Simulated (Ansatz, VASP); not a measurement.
K in VASP and in Ansatz

The input INCAR:

```
ALGO = Normal
EDIFF = 1E-7
ENCUT = 520
GGA = PE
ISIF = 2
ISMEAR = -1
LASPH = True
LCHARG = False
LREAL = False
LWAVE = False
NBANDS = 10
NELM = 100
PREC = Accurate
SIGMA = 0.1
```

File KPOINTS:

```
k-points
0
Gamma
  12 12 12
```

File POSCAR:

```
K
1.0
    4.2378406852      0.0000000000      0.0000000000
    0.0000000000      4.2378406852      0.0000000000
    0.0000000000      0.0000000000      4.2378406852
K
1
Direct
    0.0000000000      0.0000000000      0.0000000000
```

Input for Ansatz:

```yaml
crystal:
  lattice:
    - [4.2378406852, 0.0, 0.0]
    - [0.0, 4.2378406852, 0.0]
    - [0.0, 0.0, 4.2378406852]
  atoms:
    - { symbol: K, position: [0.0, 0.0, 0.0] }
hamiltonian:
  xc: pbe
  pseudopotentials:
    kind: paw
    azcp:
      K: "pseudopotentials/K.paw.azcp"
basis:
  ecutwfc: 420
  fft_grid_basis: typed
kpoints:
  mp_grid: { grid: [12, 12, 12], shift: [0, 0, 0] }
magnetization:
  spin_polarized: false
scf:
  occupations: { method: fermi_dirac, width: 0.1 }
output:
  stress: true
```

Alike in both runs: task single point; functional PBE; k mesh 12 × 12 × 12; occupations fermi-dirac, width 0.1 eV; no spin polarisation.

|  | VASP | Ansatz |
| --- | --- | --- |
| version | VASP 6.6.1 | Ansatz 0.2.0 |
| potentials or method | VASP PAW PBE potentials, release 64 (K_sv), cutoff 520 eV | plane waves (420 eV) with PAW, scalar-relativistic |
| valence electrons in the cell | 9 | 9 |

```csv
,VASP,Ansatz,Ansatz less VASP
pressure (GPa),0.1,0.1,+0.01
```
